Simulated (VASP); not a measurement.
# RbMg6Zr in VASP: notebook

Runs on RbMg6Zr. Level: PBE. Tasks: single point.

Everything below comes from runs of VASP 6.6.1. Logs are shortened: lines on timing, memory, paths and dates and some standing lists are left out, and cuts for length are marked.

**1. The cell of the first run**

It takes space group Amm2 (No. 38, orthorhombic). The conventional cell has a = 5.250 Å, b = 6.844 Å, c = 11.656 Å, α = 90.00°, β = 90.00°, γ = 90.00°. Within 4.2 Å of Zr (site symmetry mm2) lie 12 Mg at 3.20 to 3.43 Å. Rb (site symmetry mm2) has 12 Mg at 3.35 to 3.42 Å within 4.4 Å. Mg (site symmetry mm2) has 8 Mg at 3.17 to 3.59 Å and 2 Zr at 3.22 Å and 2 Rb at 3.42 Å within 4.2 Å. Mg (site symmetry m) has 8 Mg at 3.17 to 3.62 Å and 2 Zr at 3.20 Å and 2 Rb at 3.38 Å within 4.2 Å. Mg (site symmetry mm2) has 8 Mg at 3.12 to 3.64 Å and 2 Rb at 3.40 Å and 2 Zr at 3.43 Å within 4.1 Å. Within 4.1 Å of Mg (site symmetry m) lie 8 Mg at 3.12 to 3.68 Å and 2 Rb at 3.35 Å and 2 Zr at 3.36 to 3.40 Å.

**2. Single point, PBE**

INCAR reads:

```
PREC = Accurate
ENCUT = 520
EDIFF = 1E-6
ISMEAR = -1
SIGMA = 0.05
LREAL = False
LASPH = True
NELM = 60
ALGO = Fast
ISIF = 2
LWAVE = False
LCHARG = False
GGA = PE
NBANDS = 26
```

KPOINTS reads:

```
regular mesh
0
Gamma
  5 5 5
```

POSCAR reads:

```
RbMg6Zr
1.0
    5.2500800000      0.0000000000      0.0000000000
    0.0000000000      3.4219080000      5.8281010000
    0.0000000000     -3.4219080000      5.8281010000
Zr Rb Mg
1 1 6
Direct
    0.0000000000      0.9159400000      0.9159400000
    0.5000000000      0.5857830000      0.5857830000
    0.5000000000      0.0752840000      0.0752840000
    0.5000000000      0.0764780000      0.6053050000
    0.5000000000      0.6053050000      0.0764780000
    0.0000000000      0.4009440000      0.4009440000
    0.0000000000      0.4014960000      0.9387690000
    0.0000000000      0.9387690000      0.4014960000
```

Potentials or basis: VASP PAW PBE potentials, release 64 (Zr_sv, Rb_sv, Mg).

Launch:

```
$ cat potpaw_PBE.64/Zr_sv/POTCAR potpaw_PBE.64/Rb_sv/POTCAR potpaw_PBE.64/Mg/POTCAR > POTCAR
$ mpirun -np 1 vasp_std > vasp.out
```

OUTCAR:

```text
PREC = Accurate
   ENCUT = 520
   EDIFF = 1E-6
   ISMEAR = -1
   LREAL = False
   LASPH = True
   NELM = 60
   ISIF = 2
   GGA = PE

 ion  position               nearest neighbor table
   1  0.000  0.916  0.916-   4 3.20   5 3.20   4 3.20   5 3.20   3 3.22   3 3.22   8 3.36   7 3.36
                             7 3.40   8 3.40   6 3.43   6 3.43   2 4.66   2 4.66   2 4.75   2 4.75
   2  0.500  0.586  0.586-   7 3.35   8 3.35   7 3.35   8 3.35   5 3.38   4 3.38   4 3.38   5 3.38
                             6 3.40   6 3.40   3 3.42   3 3.42   1 4.66   1 4.66   1 4.75   1 4.75
   3  0.500  0.075  0.075-   4 3.17   5 3.17   1 3.22   1 3.22   8 3.26   7 3.26   7 3.26   8 3.26
                             2 3.42   2 3.42   5 3.59   4 3.59
   4  0.500  0.076  0.605-   3 3.17   1 3.20   1 3.20   5 3.22   6 3.26   6 3.26   8 3.30   8 3.30
                             2 3.38   2 3.38   3 3.59   5 3.62
   5  0.500  0.605  0.076-   3 3.17   1 3.20   1 3.20   4 3.22   6 3.26   6 3.26   7 3.30   7 3.30
                             2 3.38   2 3.38   3 3.59   4 3.62
   6  0.000  0.401  0.401-   7 3.12   8 3.12   4 3.26   5 3.26   4 3.26   5 3.26   2 3.40   2 3.40
                             1 3.43   1 3.43   8 3.64   7 3.64
   7  0.000  0.401  0.939-   6 3.12   8 3.17   3 3.26   3 3.26   5 3.30   5 3.30   2 3.35   2 3.35
                             1 3.36   1 3.40   6 3.64
   8  0.000  0.939  0.401-   6 3.12   7 3.17   3 3.26   3 3.26   4 3.30   4 3.30   2 3.35   2 3.35
                             1 3.36   1 3.40   6 3.64

  LATTYP: Found a base centered orthorhombic cell.
 ALAT       =     6.8438160000
 B/A-ratio  =     1.7031729082
 C/A-ratio  =     0.7671275791

  Lattice vectors:

 A1 = (   0.0000000000,   3.4219080000,  -5.8281010000)
 A2 = (   0.0000000000,   3.4219080000,   5.8281010000)
 A3 = (   5.2500800000,   0.0000000000,   0.0000000000)

Analysis of symmetry for initial positions (statically):
=====================================================================
 Subroutine PRICEL returns:
 Original cell was already a primitive cell.

 Routine SETGRP: Setting up the symmetry group for a
 base centered orthorhombic supercell.

 Subroutine GETGRP returns: Found  4 space group operations
 (whereof  4 operations were pure point group operations)
 out of a pool of  8 trial point group operations.

The static configuration has the point symmetry C_2v.

Analysis of symmetry for dynamics (positions and initial velocities):
=====================================================================
 Subroutine PRICEL returns:
 Original cell was already a primitive cell.

 Routine SETGRP: Setting up the symmetry group for a
 base centered orthorhombic supercell.

 Subroutine GETGRP returns: Found  4 space group operations
 (whereof  4 operations were pure point group operations)
 out of a pool of  8 trial point group operations.

The dynamic configuration has the point symmetry C_2v.

 Subroutine INISYM returns: Found  4 space group operations
 (whereof  4 operations are pure point group operations),
 and found     1 'primitive' translations

----------------------------------------------------------------------------------------

                                     Primitive cell

  volume of cell :     209.4071

  direct lattice vectors                    reciprocal lattice vectors
     5.250080000  0.000000000  0.000000000     0.190473288  0.000000000  0.000000000
     0.000000000  3.421908000  5.828101000     0.000000000  0.146117312  0.085791238
     0.000000000 -3.421908000  5.828101000     0.000000000 -0.146117312  0.085791238

  length of vectors
     5.250080000  6.758418130  6.758418130     0.190473288  0.169441451  0.169441451

  position of ions in fractional coordinates (direct lattice)
     0.000000000  0.915940000  0.915940000
     0.500000000  0.585783000  0.585783000
     0.500000000  0.075284000  0.075284000
     0.500000000  0.076478000  0.605305000
     0.500000000  0.605305000  0.076478000
     0.000000000  0.400944000  0.400944000
     0.000000000  0.401496000  0.938769000
     0.000000000  0.938769000  0.401496000

  ion indices of the primitive-cell ions
   primitive index   ion index
                 1           1
                 2           2
                 3           3
                 4           4
                 5           5
                 6           6
                 7           7
                 8           8

----------------------------------------------------------------------------------------

 KPOINTS: regular mesh

Automatic generation of k-mesh.
 Grid dimensions read from file:
 generate k-points for:    5    5    5

 Generating k-lattice:

  Cartesian coordinates                     Fractional coordinates (reciprocal lattice)
     0.038094658  0.000000000  0.000000000     0.200000000  0.000000000  0.000000000
     0.000000000  0.029223462  0.017158248     0.000000000  0.200000000  0.000000000
     0.000000000 -0.029223462  0.017158248     0.000000000  0.000000000  0.200000000

  Length of vectors
     0.038094658  0.033888290  0.033888290

  Shift w.r.t. Gamma in fractional coordinates (k-lattice)
     0.000000000  0.000000000  0.000000000

 Subroutine IBZKPT returns following result:
 ===========================================

 Found     27 irreducible k-points:

 Following reciprocal coordinates:
            Coordinates               Weight
  0.000000  0.000000  0.000000      1.000000
  0.200000  0.000000  0.000000      2.000000
  0.400000  0.000000  0.000000      2.000000
  0.000000  0.200000  0.000000      4.000000
  0.200000  0.200000  0.000000      8.000000
  0.400000  0.200000  0.000000      8.000000
[... 16 lines left out ...]
  0.200000  0.400000  0.400000      4.000000
  0.400000  0.400000  0.400000      4.000000
 [... further k-points ...]
   k-points           NKPTS =     27   k-points in BZ     NKDIM =     27   number of bands    NBANDS=     26
   number of dos      NEDOS =    301   number of ions     NIONS =      8
   total plane-waves  NPLWV = 100000
   dimension x,y,z NGX =    40 NGY =   50 NGZ =   50
   dimension x,y,z NGXF=    80 NGYF=  100 NGZF=  100
   ions per type =               1   1   6
   NGX,Y,Z   is equivalent  to a cutoff of  12.67, 12.30, 12.30 a.u.
   NGXF,Y,Z  is equivalent  to a cutoff of  25.33, 24.60, 24.60 a.u.
 SYSTEM =  unknown system
   PREC   = accura    normal or accurate (medium, high low for compatibility)
   ISTART =      0    job   : 0-new  1-cont  2-samecut
   ICHARG =      2    charge: 1-file 2-atom 10-const
   ISPIN  =      1    spin polarized calculation?
   LNONCOLLINEAR =      F non collinear calculations
   LSORBIT =      F    spin-orbit coupling
   LASPH  =      T    aspherical Exc in radial PAW
   ENCUT  =  520.0 eV  38.22 Ry    6.18 a.u.   9.76 12.57 12.57*2*pi/ulx,y,z
   NELM   =     60;   NELMIN=  2; NELMDL= -5     # of ELM steps
   EDIFF  = 0.1E-05   stopping-criterion for ELM
   LREAL  =      F    real-space projection
[... 7 lines left out ...]
   TEBEG  =    0.0;   TEEND  =   0.0 temperature during run
   PSTRESS=    0.0 pullay stress
   NELECT =      33.0000    total number of electrons
   NUPDOWN=      -1.0000    fix difference up-down
   EMIN   =  10.00;   EMAX   =-10.00  energy-range for DOS
   EFERMI =   0.00;   METHOD = LEGACY
   ISMEAR =    -1;   SIGMA  =   0.05  broadening in eV -4-tet -1-fermi 0-gaus
   EFERMI_NEDOS =   21; number of points for ismear=-14 and -15
   IALGO  =     68    algorithm
   IMIX   =      4    mixing-type and parameters
     AMIX     =   0.40;   BMIX     =  1.00
     AMIX_MAG =   1.60;   BMIX_MAG =  1.00
  volume/ion in A,a.u.               =      26.18       176.64
  Fermi-wavevector in a.u.,A,eV,Ry     =   0.884265  1.671018 10.638727  0.781924
  Thomas-Fermi vector in A             =   2.005142
   LORBIT       =      0    0 simple, 1 ext, 2 COOP (PROOUT), +10 PAW based schemes
   GGA     = PE    functional components
   LHFCALC =     F    Hartree Fock is set to
   AEXX    =    0.0000 exact exchange contribution
   IVDW    =     0    specifies the selected vdW correction
   LEPSILON=     F    determine dielectric tensor
   LRPA    =     F    only Hartree local field effects (RPA)
 non-spin polarized calculation
 RMM-DIIS sequential band-by-band and
  energy-cutoff  :      520.00
  volume of cell :      209.41
 maximum number of plane-waves:      5674
 NGX is ok and might be reduce to    40
   NGX = 19   NGY = 25   NGZ = 25

 number of electron      33.0000000 magnetization

 Free energy of the ion-electron system (eV)
  ---------------------------------------------------
  ext. energy  EPLUGINS =         0.00000000
  ---------------------------------------------------
  free energy    TOTEN  =       -16.54870955 eV

  energy without entropy =      -16.49143864  energy(sigma->0) =      -16.52007410

 E-fermi :   2.8208     XC(G=0):  -8.5834

 val. band max:        2.8167800639   @ k =   0.2000   0.0000   0.0000
 cond. band min:       2.8268489409   @ k =   0.2000   0.4000   0.2000
 fundamental gap:      0.0100688770
 Fermi energy:         2.8208009902

 k-point     1 :       0.0000    0.0000    0.0000
  band No.  band energies     occupation
      1     -46.3703      2.00000
      2     -24.7499      2.00000
      3     -24.4344      2.00000
      4     -24.3265      2.00000
      5     -24.3230      2.00000
      6      -9.0683      2.00000
[... 18 lines left out ...]
     25       6.2069      0.00000
     26       6.3261      0.00000

 k-point     2 :       0.2000    0.0000    0.0000
  band No.  band energies     occupation
      1     -46.3703      2.00000
      2     -24.7495      2.00000
      3     -24.4352      2.00000
      4     -24.3264      2.00000
      5     -24.3229      2.00000
      6      -9.0650      2.00000
[... 18 lines left out ...]
     25       5.5740      0.00000
     26       6.1550      0.00000

 k-point     3 :       0.4000    0.0000    0.0000
  band No.  band energies     occupation
      1     -46.3702      2.00000
      2     -24.7488      2.00000
      3     -24.4365      2.00000
      4     -24.3263      2.00000
      5     -24.3228      2.00000
      6      -9.0595      2.00000
[... 18 lines left out ...]
     25       5.9023      0.00000
     26       6.0457      0.00000

 k-point     4 :       0.0000    0.2000    0.0000
  band No.  band energies     occupation
      1     -46.3703      2.00000
      2     -24.7499      2.00000
      3     -24.4344      2.00000
      4     -24.3265      2.00000
      5     -24.3230      2.00000
      6      -9.0740      2.00000
[... 18 lines left out ...]
     25       6.1347      0.00000
     26       6.2702      0.00000

 k-point     5 :       0.2000    0.2000    0.0000
  band No.  band energies     occupation
      1     -46.3703      2.00000
      2     -24.7494      2.00000
      3     -24.4352      2.00000
      4     -24.3265      2.00000
      5     -24.3229      2.00000
      6      -9.0703      2.00000
[... 18 lines left out ...]
     25       5.9080      0.00000
     26       6.2777      0.00000

 k-point     6 :       0.4000    0.2000    0.0000
  band No.  band energies     occupation
      1     -46.3702      2.00000
      2     -24.7488      2.00000
      3     -24.4365      2.00000
      4     -24.3263      2.00000
      5     -24.3228      2.00000
      6      -9.0644      2.00000
[... 427 lines left out ...]
 k-point    21 :       0.4000   -0.2000    0.2000
  band No.  band energies     occupation
      1     -46.3702      2.00000
      2     -24.7487      2.00000
      3     -24.4365      2.00000
      4     -24.3264      2.00000
      5     -24.3228      2.00000
      6      -9.0695      2.00000
[... 18 lines left out ...]
     25       6.0522      0.00000
     26       6.2607      0.00000

 k-point    22 :       0.0000    0.4000    0.4000
  band No.  band energies     occupation
      1     -46.3703      2.00000
      2     -24.7498      2.00000
      3     -24.4344      2.00000
      4     -24.3266      2.00000
      5     -24.3231      2.00000
      6      -9.0831      2.00000
[... 18 lines left out ...]
     25       5.8365      0.00000
     26       6.2555      0.00000

 k-point    23 :       0.2000    0.4000    0.4000
  band No.  band energies     occupation
      1     -46.3702      2.00000
      2     -24.7494      2.00000
      3     -24.4352      2.00000
      4     -24.3265      2.00000
      5     -24.3230      2.00000
      6      -9.0789      2.00000
[... 18 lines left out ...]
     25       6.1972      0.00000
     26       6.4744      0.00000

 k-point    24 :       0.4000    0.4000    0.4000
  band No.  band energies     occupation
      1     -46.3702      2.00000
      2     -24.7487      2.00000
      3     -24.4365      2.00000
      4     -24.3264      2.00000
      5     -24.3229      2.00000
      6      -9.0721      2.00000
[... 18 lines left out ...]
     25       6.0002      0.00000
     26       6.4282      0.00000

 [... further k-points ...]
[... 5 lines left out ...]
  --------------------------------------------------------------------------------------
  -------------------------------------------------------------------------------------
  Total       -0.0928540     -0.3991742     -0.1170146      0.0000000      0.0000000      0.0000000
  in kB       -0.7104278     -3.0540891     -0.8952813      0.0000000      0.0000000      0.0000000
  external PRESSURE =      -1.5532661 kB  Pullay stress =       0.0000000 kB

 VOLUME and BASIS-vectors are now :
 -----------------------------------------------------------------------------
  energy-cutoff  :      520.00
  volume of cell :      209.41
      direct lattice vectors                 reciprocal lattice vectors
     5.250080000  0.000000000  0.000000000     0.190473288  0.000000000  0.000000000
     0.000000000  3.421908000  5.828101000     0.000000000  0.146117312  0.085791238
     0.000000000 -3.421908000  5.828101000     0.000000000 -0.146117312  0.085791238

 POSITION                                       TOTAL-FORCE (eV/Angst)
 -----------------------------------------------------------------------------------
      0.00000      0.00000     10.67638         0.000000      0.000000      0.009212
      2.62504      0.00000      6.82800         0.000000      0.000000     -0.025716
      2.62504      0.00000      0.87753         0.000000      0.000000      0.027050
      2.62504     -1.80960      3.97350         0.000000      0.023772     -0.043890
      2.62504      1.80960      3.97350         0.000000     -0.023772     -0.043890
      0.00000      0.00000      4.67348         0.000000      0.000000      0.039717
      0.00000     -1.83850      7.81120         0.000000     -0.037156      0.018759
      0.00000      1.83850      7.81120         0.000000      0.037156      0.018759
 -----------------------------------------------------------------------------------
    total drift:                                0.000000     -0.000000     -0.000283

  FREE ENERGIE OF THE ION-ELECTRON SYSTEM (eV)
  ---------------------------------------------------
  free  energy   TOTEN  =       -16.5487095513 eV

  energy  without entropy=      -16.4914386434  energy(sigma->0) =      -16.52007410
```

Wall time 11 min (1 thread of Oxide Virtual Turin-like, shared host); peak memory 0.37 GiB.

Results:

| Property | Result |
| --- | --- |
| Free energy | -16.5487 eV |
| Pressure | -0.2 GPa |
| Largest force | 0.050 eV/Å |
| Band gap on the k mesh | zero (an odd number of electrons rules out a gap without spin polarisation) |

Forces on the atoms (eV/Å):
```
Zr   0.000  0.000  0.009
Rb   0.000  0.000 -0.026
Mg   0.000  0.000  0.027
Mg   0.000  0.024 -0.044
Mg   0.000 -0.024 -0.044
Mg   0.000  0.000  0.040
Mg   0.000 -0.037  0.019
Mg   0.000  0.037  0.019
```

Levels at points of the mesh, in eV from the Fermi level:
```
           k point  band 14  band 15  band 16  band 17  band 18  band 19
(0.00, 0.00, 0.00)    -1.11    -0.96    -0.46     0.13     0.16     0.54
```

[end of part 1 of 2]
